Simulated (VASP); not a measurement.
# Si in VASP: notebook

Si is run at these levels: LDA; tasks: relaxation of cell and atoms, single point, relaxation of the atoms.

Program: VASP 6.6.1. These are calculated values, not measurements. Logs are shortened: lines on timing, memory, paths and dates and some standing lists are left out, and cuts for length are marked.

## (1) The cell of the first run

The structure is cubic, space group Fd-3m (No. 227). Conventional cell: a = 5.431 Å, b = 5.431 Å, c = 5.431 Å, α = 90.00°, β = 90.00°, γ = 90.00°. Within 3.1 Å of Si (site symmetry -43m) lie 4 Si at 2.35 Å.

## (2) Relaxation of cell and atoms, LDA

INCAR

```
SYSTEM = Si
PREC = Accurate
ENCUT = 600
EDIFF = 1E-6
ISMEAR = 0
SIGMA = 0.01
LREAL = .FALSE.
LASPH = .TRUE.
NELM = 80
ALGO = Normal
ISIF = 3
LWAVE = .FALSE.
LCHARG = .FALSE.
GGA = CA
IBRION = 2
NSW = 80
EDIFFG = -5E-4
```

KPOINTS

```
regular mesh
0
G
  10 10 10
  0 0 0
```

POSCAR

```
Si
1.0
    0.0000000000      2.7155000000      2.7155000000
    2.7155000000      0.0000000000      2.7155000000
    2.7155000000      2.7155000000      0.0000000000
Si
2
Direct
    0.0000000000      0.0000000000      0.0000000000
    0.2500000000      0.2500000000      0.2500000000
```

Potentials or basis: VASP PAW LDA potentials, release 64 (Si).

The run is started by

```bash
cat potpaw_LDA.64/Si/POTCAR > POTCAR
mpirun -np 1 vasp_std > vasp.out
```

OUTCAR:

```text
SYSTEM = Si
   PREC = Accurate
   ENCUT = 600
   EDIFF = 1E-6
   ISMEAR = 0
   LREAL = .FALSE.
   LASPH = .TRUE.
   NELM = 80
   ISIF = 3
   GGA = CA
   IBRION = 2
   NSW = 80
   EDIFFG = -5E-4

 ion  position               nearest neighbor table
   1  0.000  0.000  0.000-   2 2.35   2 2.35   2 2.35   2 2.35
   2  0.250  0.250  0.250-   1 2.35   1 2.35   1 2.35   1 2.35

  LATTYP: Found a face centered cubic cell.
 ALAT       =     5.4310000000

  Lattice vectors:

 A1 = (   0.0000000000,   2.7155000000,   2.7155000000)
 A2 = (   2.7155000000,   0.0000000000,   2.7155000000)
 A3 = (   2.7155000000,   2.7155000000,   0.0000000000)

Analysis of symmetry for initial positions (statically):
=====================================================================
 Subroutine PRICEL returns:
 Original cell was already a primitive cell.

 Routine SETGRP: Setting up the symmetry group for a
 face centered cubic supercell.

 Subroutine GETGRP returns: Found 48 space group operations
 (whereof 24 operations were pure point group operations)
 out of a pool of 48 trial point group operations.

The static configuration has the point symmetry T_d .
 The point group associated with its full space group is O_h .

Analysis of symmetry for dynamics (positions and initial velocities):
=====================================================================
 Subroutine PRICEL returns:
 Original cell was already a primitive cell.

 Routine SETGRP: Setting up the symmetry group for a
 face centered cubic supercell.

 Subroutine GETGRP returns: Found 48 space group operations
 (whereof 24 operations were pure point group operations)
 out of a pool of 48 trial point group operations.

The dynamic configuration has the point symmetry T_d .
 The point group associated with its full space group is O_h .

 Subroutine INISYM returns: Found 48 space group operations
 (whereof 24 operations are pure point group operations),
 and found     1 'primitive' translations

----------------------------------------------------------------------------------------

                                     Primitive cell

  volume of cell :      40.0479

  direct lattice vectors                    reciprocal lattice vectors
     0.000000000  2.715500000  2.715500000    -0.184128153  0.184128153  0.184128153
     2.715500000  0.000000000  2.715500000     0.184128153 -0.184128153  0.184128153
     2.715500000  2.715500000  0.000000000     0.184128153  0.184128153 -0.184128153

[... 99 lines left out ...]
   EFERMI_NEDOS =   21; number of points for ismear=-14 and -15
   IALGO  =     38    algorithm
   IMIX   =      4    mixing-type and parameters
     AMIX     =   0.40;   BMIX     =  1.00
     AMIX_MAG =   1.60;   BMIX_MAG =  1.00
  volume/ion in A,a.u.               =      20.02       135.13
  Fermi-wavevector in a.u.,A,eV,Ry     =   0.956999  1.808467 12.460868  0.915848
  Thomas-Fermi vector in A             =   2.085978
   LORBIT       =      0    0 simple, 1 ext, 2 COOP (PROOUT), +10 PAW based schemes
   GGA     = CA    functional components
   LHFCALC =     F    Hartree Fock is set to
   AEXX    =    0.0000 exact exchange contribution
   IVDW    =     0    specifies the selected vdW correction
   LEPSILON=     F    determine dielectric tensor
   LRPA    =     F    only Hartree local field effects (RPA)
 conjugate gradient relaxation of ions
 non-spin polarized calculation
 Gauss-broadening in eV      SIGMA  =   0.01
  energy-cutoff  :      600.00
  volume of cell :       40.05
 maximum number of plane-waves:      1363
   NGX = 15   NGY = 15   NGZ = 15

--------------------------------------- Ionic step        1  -------------------------------------------

 number of electron       7.9999999 magnetization

 Free energy of the ion-electron system (eV)
  ---------------------------------------------------
  ext. energy  EPLUGINS =         0.00000000
  ---------------------------------------------------
  free energy    TOTEN  =       -11.91648310 eV

  energy without entropy =      -11.91648310  energy(sigma->0) =      -11.91648310

------------------------ aborting loop because EDIFF is reached ----------------------------------------

  FORCE on cell =-STRESS in cart. coord.  units (eV):
  Direction    XX          YY          ZZ          XY          YZ          ZX
  --------------------------------------------------------------------------------------
  -------------------------------------------------------------------------------------
  Total       -0.3628202     -0.3628202     -0.3628202      0.0000000     -0.0000000      0.0000000
  in kB      -14.5151866    -14.5151866    -14.5151866      0.0000000     -0.0000000      0.0000000
  external PRESSURE =     -14.5151866 kB  Pullay stress =       0.0000000 kB
[... 59 lines left out ...]
--------------------------------------- Ionic step        3  -------------------------------------------

 number of electron       7.9999999 magnetization

 Free energy of the ion-electron system (eV)
  ---------------------------------------------------
  ext. energy  EPLUGINS =         0.00000000
  ---------------------------------------------------
  free energy    TOTEN  =       -11.91931810 eV

  energy without entropy =      -11.91931810  energy(sigma->0) =      -11.91931810

 E-fermi :   6.0104     XC(G=0):  -9.6635

 val. band max:        5.9277090593   @ k =   0.0000   0.0000   0.0000
 cond. band min:       6.3809563788   @ k =   0.4000   0.4000   0.0000
 fundamental gap:      0.4532473195
 Fermi energy:         6.0103828614

 k-point     1 :       0.0000    0.0000    0.0000
  band No.  band energies     occupation
      1      -6.1350      2.00000
      2       5.9277      2.00000
      3       5.9277      2.00000
      4       5.9277      2.00000
      5       8.4581      0.00000
      6       8.4581      0.00000
      7       8.4581      0.00000
      8       9.3130      0.00000
[... 243 lines left out ...]
 k-point    24 :       0.4000    0.3000    0.0000
  band No.  band energies     occupation
      1      -3.9430      2.00000
      2       0.4861      2.00000
      3       3.0150      2.00000
      4       3.4570      2.00000
      5       6.8657      0.00000
      6       8.0598      0.00000
      7      12.8745      0.00000
      8      12.9905      0.00000

 [... further k-points ...]

------------------------ aborting loop because EDIFF is reached ----------------------------------------

  FORCE on cell =-STRESS in cart. coord.  units (eV):
  Direction    XX          YY          ZZ          XY          YZ          ZX
  --------------------------------------------------------------------------------------
  -------------------------------------------------------------------------------------
  Total        0.0002724      0.0002724      0.0002724      0.0000000      0.0000000      0.0000000
  in kB        0.0110677      0.0110677      0.0110677      0.0000000      0.0000000      0.0000000
  external PRESSURE =       0.0110677 kB  Pullay stress =       0.0000000 kB
[... 17 lines left out ...]
  FREE ENERGIE OF THE ION-ELECTRON SYSTEM (eV)
  ---------------------------------------------------
  free  energy   TOTEN  =       -11.9193180985 eV

  energy  without entropy=      -11.9193180985  energy(sigma->0) =      -11.91931810

 reached required accuracy - stopping structural energy minimisation
```

OSZICAR:

```text
N       E                     dE             d eps       ncg     rms          rms(c)
DAV:   1     0.779934290260E+01    0.77993E+01   -0.35960E+03   752   0.875E+02
DAV:   2    -0.118771872717E+02   -0.19677E+02   -0.18891E+02  1176   0.873E+01
DAV:   3    -0.121757609567E+02   -0.29857E+00   -0.29857E+00   936   0.131E+01
[... 17 lines left out ...]
       N       E                     dE             d eps       ncg     rms          rms(c)
DAV:   1    -0.119200922896E+02   -0.21878E-02   -0.26398E-02   888   0.932E-01    0.150E-01
DAV:   2    -0.119195644882E+02    0.52780E-03   -0.53291E-04   968   0.159E-01    0.949E-02
DAV:   3    -0.119193188002E+02    0.24569E-03   -0.59767E-04   872   0.123E-01    0.236E-02
DAV:   4    -0.119193180985E+02    0.70175E-06   -0.58959E-06  1024   0.220E-02
   3 F= -.11919318E+02 E0= -.11919318E+02  d E =-.283500E-02
```

CONTCAR:

```text
Si
   1.00000000000000
    -0.0000000000000000    2.7014980656632761    2.7014980656632761
     2.7014980656632761   -0.0000000000000000    2.7014980656632761
     2.7014980656632761    2.7014980656632761   -0.0000000000000000
  Si
     2
Direct
     0.0000000000000000    0.0000000000000000    0.0000000000000000
     0.2500000000000000    0.2500000000000000    0.2500000000000000

  0.00000000E+00  0.00000000E+00  0.00000000E+00
  0.00000000E+00  0.00000000E+00  0.00000000E+00
```

Wall time 15 s (1 thread of Intel Xeon 6975P-C, shared host); peak memory 0.15 GiB.

What came out:

- Free energy: -11.9193 eV
- Relaxed volume: 19.72 Å³/atom
- Relaxed cell: a = 3.820 Å, b = 3.820 Å, c = 3.820 Å, α = 60.00°, β = 60.00°, γ = 60.00°
- Space group after relaxing (to 0.05 Å): Fd-3m (No. 227)
- Energy gained by relaxing: 1.4 meV/atom
- Ionic steps: 3
- Pressure after relaxing: 0.0 GPa
- Band gap on the k mesh: 0.45 eV, indirect (least direct gap 2.53 eV)

Step by step:
| step | energy change (eV) | largest force (eV/Å) | pressure (GPa) | volume (Å³) |
| --- | --- | --- | --- | --- |
| 1 | 0.0000 | 0.0000 | -1.45 | 40.05 |
| 2 | -0.0014 | 0.0000 | 1.07 | 39.01 |
| 3 | -0.0028 | 0.0000 | 0.00 | 39.43 |

Final structure:
```yaml
crystal:
  lattice:
    - [0.00000, 2.70150, 2.70150]
    - [2.70150, 0.00000, 2.70150]
    - [2.70150, 2.70150, 0.00000]
  atoms:
    - { symbol: Si, position: [0.00000, 0.00000, 0.00000] }
    - { symbol: Si, position: [0.25000, 0.25000, 0.25000] }
```

Levels at points of the mesh, in eV from the valence-band top:
```csv
k point,band 2,band 3,band 4,band 5,band 6,band 7
"(0.00, 0.00, 0.00)",0.00,0.00,0.00,2.53,2.53,2.53
"(0.50, 0.00, 0.00)",-7.06,-1.21,-1.21,1.48,3.29,3.29
"(0.50, 0.50, 0.00)",-7.86,-2.89,-2.89,0.57,0.57,10.11
```

A k mesh can miss the band edges. As with any semilocal functional, this LDA gap is likely too small.

## (3) Single point, LDA

This run uses another cell than the first one, of 19.70 Å³/atom, 0.984 times its volume.

INCAR

```
SYSTEM = Si
ALGO     = Normal         ! electronic algorithm
EDIFF    = 1E-6           ! SCF threshold, eV
ENCUT    = 520            ! plane-wave cutoff, eV
ISIF     = 2              ! what is computed and relaxed
ISMEAR   = 0              ! smearing method
LASPH    = .TRUE.         ! aspherical terms in the spheres
LCHARG   = .FALSE.        ! write CHGCAR
LREAL    = .FALSE.        ! projectors in reciprocal space
LWAVE    = .FALSE.        ! write WAVECAR
NBANDS   = 11             ! bands
NELM     = 60             ! most SCF steps
PREC     = Accurate       ! precision mode
SIGMA    = 0.01           ! smearing width, eV
```

KPOINTS

```
k-points
0
G
  10 10 10
  0 0 0
```

POSCAR

```
Si
1.0
    0.0067524338      2.7009735042      2.7009735042
    2.7009735042      0.0067524338      2.7009735042
    2.7077259380      2.7077259380      0.0000000000
Si
2
Direct
    0.0003388251      0.0003388251     -0.0003388251
    0.2496611749      0.2496611749      0.2503388251
```

Potentials or basis: VASP PAW LDA potentials, release 64 (Si).

The run is started by

```bash
cat potpaw_LDA.64/Si/POTCAR > POTCAR
mpirun -np 1 vasp_std > vasp.out
```

OUTCAR:

```text
SYSTEM = Si
   EDIFF = 1E-6
   ENCUT = 520
   ISIF = 2
   ISMEAR = 0
   LASPH = .TRUE.
   LREAL = .FALSE.
   NELM = 60
   PREC = Accurate

 ion  position               nearest neighbor table
   1  0.000  0.000  1.000-   2 2.34   2 2.34   2 2.34   2 2.34
   2  0.250  0.250  0.250-   1 2.34   1 2.34   1 2.34   1 2.34

  LATTYP: Found a body centered orthorhombic cell.
 ALAT       =     3.8102039778
 B/A-ratio  =     1.0050125314
 C/A-ratio  =     1.4177579573

  Lattice vectors:

 A1 = (   2.7009735042,   0.0067524338,  -2.7009735042)
 A2 = (  -2.7009735042,  -0.0067524338,  -2.7009735042)
 A3 = (   0.0067524338,   2.7009735042,   2.7009735042)

Analysis of symmetry for initial positions (statically):
=====================================================================
 Subroutine PRICEL returns:
 Original cell was already a primitive cell.

 Routine SETGRP: Setting up the symmetry group for a
 body centered orthorhombic supercell.

 Subroutine GETGRP returns: Found  8 space group operations
 (whereof  4 operations were pure point group operations)
 out of a pool of  8 trial point group operations.

The static configuration has the point symmetry C_2v.
 The point group associated with its full space group is D_2h.

Analysis of symmetry for dynamics (positions and initial velocities):
=====================================================================
 Subroutine PRICEL returns:
 Original cell was already a primitive cell.

 Routine SETGRP: Setting up the symmetry group for a
 body centered orthorhombic supercell.

 Subroutine GETGRP returns: Found  8 space group operations
 (whereof  4 operations were pure point group operations)
 out of a pool of  8 trial point group operations.

The dynamic configuration has the point symmetry C_2v.
 The point group associated with its full space group is D_2h.

 Subroutine INISYM returns: Found  8 space group operations
 (whereof  4 operations are pure point group operations),
 and found     1 'primitive' translations
[... 120 lines left out ...]
   GGA     = CA    functional components
   LHFCALC =     F    Hartree Fock is set to
   AEXX    =    0.0000 exact exchange contribution
   IVDW    =     0    specifies the selected vdW correction
   LEPSILON=     F    determine dielectric tensor
   LRPA    =     F    only Hartree local field effects (RPA)
 non-spin polarized calculation
 Gauss-broadening in eV      SIGMA  =   0.01
  energy-cutoff  :      520.00
  volume of cell :       39.41
 maximum number of plane-waves:      1073
   NGX = 15   NGY = 15   NGZ = 15

 number of electron       8.0000001 magnetization

 Free energy of the ion-electron system (eV)
  ---------------------------------------------------
  ext. energy  EPLUGINS =         0.00000000
  ---------------------------------------------------
  free energy    TOTEN  =       -11.91884955 eV

  energy without entropy =      -11.91884955  energy(sigma->0) =      -11.91884955

 E-fermi :   6.0135     XC(G=0):  -9.6657

 val. band max:        5.9575989817   @ k =   0.0000   0.0000   0.0000
 cond. band min:       6.3843859007   @ k =   0.4000   0.4000   0.0000
 fundamental gap:      0.4267869190
 Fermi energy:         6.0134899551

 k-point     1 :       0.0000    0.0000    0.0000
  band No.  band energies     occupation
      1      -6.1331      2.00000
      2       5.9097      2.00000
      3       5.9333      2.00000
      4       5.9576      2.00000
      5       8.4362      0.00000
      6       8.4614      0.00000
      7       8.4929      0.00000
      8       9.3289      0.00000
      9      13.6695      0.00000
     10      13.6698      0.00000
     11      13.6792      0.00000
[... 309 lines left out ...]
 k-point    24 :       0.4000    0.3000    0.0000
  band No.  band energies     occupation
      1      -3.9393      2.00000
      2       0.4952      2.00000
      3       3.0404      2.00000
      4       3.4297      2.00000
      5       6.8545      0.00000
      6       8.0907      0.00000
      7      12.8830      0.00000
      8      12.9953      0.00000
      9      16.4359      0.00000
     10      16.7218      0.00000
     11      18.0212      0.00000

 [... further k-points ...]

------------------------ aborting loop because EDIFF is reached ----------------------------------------

  FORCE on cell =-STRESS in cart. coord.  units (eV):
  Direction    XX          YY          ZZ          XY          YZ          ZX
  --------------------------------------------------------------------------------------
  -------------------------------------------------------------------------------------
  Total        0.0120893      0.0120893      0.0116251     -0.0938580      0.0000000      0.0000000
  in kB        0.4914988      0.4914988      0.4726275     -3.8158701      0.0000000      0.0000000
  external PRESSURE =       0.4852084 kB  Pullay stress =       0.0000000 kB

 VOLUME and BASIS-vectors are now :
 -----------------------------------------------------------------------------
  energy-cutoff  :      520.00
  volume of cell :       39.41
      direct lattice vectors                 reciprocal lattice vectors
     0.006752434  2.700973504  2.700973504    -0.185582395  0.185582395  0.185118439
     2.700973504  0.006752434  2.700973504     0.185582395 -0.185582395  0.185118439
     2.707725938  2.707725938  0.000000000     0.184656797  0.184656797 -0.185118439

 POSITION                                       TOTAL-FORCE (eV/Angst)
 -----------------------------------------------------------------------------------
      2.70773      2.70773      0.00183         0.000000      0.000000      0.000115
      1.35386      1.35386      1.34866        -0.000000     -0.000000     -0.000115
 -----------------------------------------------------------------------------------
    total drift:                               -0.000000      0.000000      0.000000

  FREE ENERGIE OF THE ION-ELECTRON SYSTEM (eV)
  ---------------------------------------------------
  free  energy   TOTEN  =       -11.9188495538 eV

  energy  without entropy=      -11.9188495538  energy(sigma->0) =      -11.91884955
```

OSZICAR:

```text
N       E                     dE             d eps       ncg     rms          rms(c)
DAV:   1     0.521403116878E+01    0.52140E+01   -0.31445E+03  3762   0.559E+02
DAV:   2    -0.116573353557E+02   -0.16871E+02   -0.16016E+02  5096   0.846E+01
DAV:   3    -0.121866761111E+02   -0.52934E+00   -0.52813E+00  4960   0.125E+01
DAV:   4    -0.121906221896E+02   -0.39461E-02   -0.39455E-02  4466   0.136E+00
DAV:   5    -0.121906637849E+02   -0.41595E-04   -0.41595E-04  4795   0.129E-01    0.511E+00
DAV:   6    -0.120032444478E+02    0.18742E+00   -0.10960E-01  4315   0.131E+00    0.306E+00
DAV:   7    -0.119186962154E+02    0.84548E-01   -0.19328E-01  4340   0.180E+00    0.243E-01
DAV:   8    -0.119188691477E+02   -0.17293E-03   -0.80648E-03  4374   0.491E-01    0.834E-02
DAV:   9    -0.119188447207E+02    0.24427E-04   -0.21776E-04  4649   0.793E-02    0.631E-02
DAV:  10    -0.119188497642E+02   -0.50435E-05   -0.16230E-05  4487   0.234E-02    0.256E-02
DAV:  11    -0.119188495538E+02    0.21034E-06   -0.10265E-06  2998   0.536E-03
   1 F= -.11918850E+02 E0= -.11918850E+02  d E =-.153084E-18
```

stdout:

```text
POSCAR found type information on POSCAR Si
 POSCAR found :  1 types and       2 ions
 scaLAPACK will be used
 LDA part: xc-table for (Slater(with rela. corr.)+CA(PZ))
 , standard interpolation
 POSCAR, INCAR and KPOINTS ok, starting setup
 FFT: planning ... GRIDC
 FFT: planning ... GRID_SOFT
 FFT: planning ... GRID
 WAVECAR not read
 entering main loop
```

It took 39 s on 1 thread of Intel Xeon 6975P-C, shared host; peak memory 0.17 GiB.

What came out:

```
Free energy            : -11.9188 eV
Pressure               : 0.0 GPa
Band gap on the k mesh : 0.43 eV, indirect (least direct gap 2.48 eV)
```

## (4) Single point, LDA

This run uses another cell than the first one, of 19.70 Å³/atom, 0.984 times its volume.

INCAR

```
PREC = Accurate
ENCUT = 520
EDIFF = 1E-6
ISMEAR = 0
SIGMA = 0.01
LREAL = False
LASPH = True
NELM = 80
ALGO = Normal
ISIF = 2
LWAVE = False
LCHARG = False
NBANDS = 11
```

KPOINTS

```
Automatic mesh
0
Gamma
  10 10 10
```

POSCAR

```
Si
1.0
   -0.0067524338      2.7009735042      2.7009735042
    2.7009735042     -0.0067524338      2.7009735042
    2.6942210705      2.6942210705      0.0000000000
Si
2
Direct
   -0.0003388285     -0.0003388285      0.0003388285
    0.2503388285      0.2503388285      0.2496611715
```

The run is started by

```bash
cat potpaw_LDA.64/Si/POTCAR > POTCAR
mpirun -np 1 vasp_std > vasp.out
```

Wall time 39 s (1 thread of Intel Xeon 6975P-C, shared host); peak memory 0.17 GiB.

It converged, with:

```
Free energy            : -11.9188 eV
Pressure               : 0.0 GPa
Band gap on the k mesh : 0.43 eV, indirect (least direct gap 2.48 eV)
```

Stress tensor (GPa, compression positive):
```
0.05 0.38 0.00
0.38 0.05 0.00
0.00 0.00 0.05
```

Levels at points of the mesh, in eV from the valence-band top:
```
           k point  band 2  band 3  band 4  band 5  band 6  band 7
(0.00, 0.00, 0.00)   -0.05   -0.02    0.00    2.48    2.50    2.54
(0.50, 0.00, 0.00)   -7.09   -1.23   -1.21    1.49    3.26    3.28
(0.50, 0.50, 0.00)   -7.88   -2.95   -2.89    0.51    0.59   10.07
(0.00, 0.00, 0.50)   -7.08   -1.26   -1.24    1.44    3.24    3.26
(0.50, 0.00, 0.50)   -7.89   -2.92   -2.92    0.55    0.55   10.09
```

A k mesh can miss the band edges. LDA gaps usually lie below the measured ones, often by a third to a half.

(Continued in part 2 of 2.)
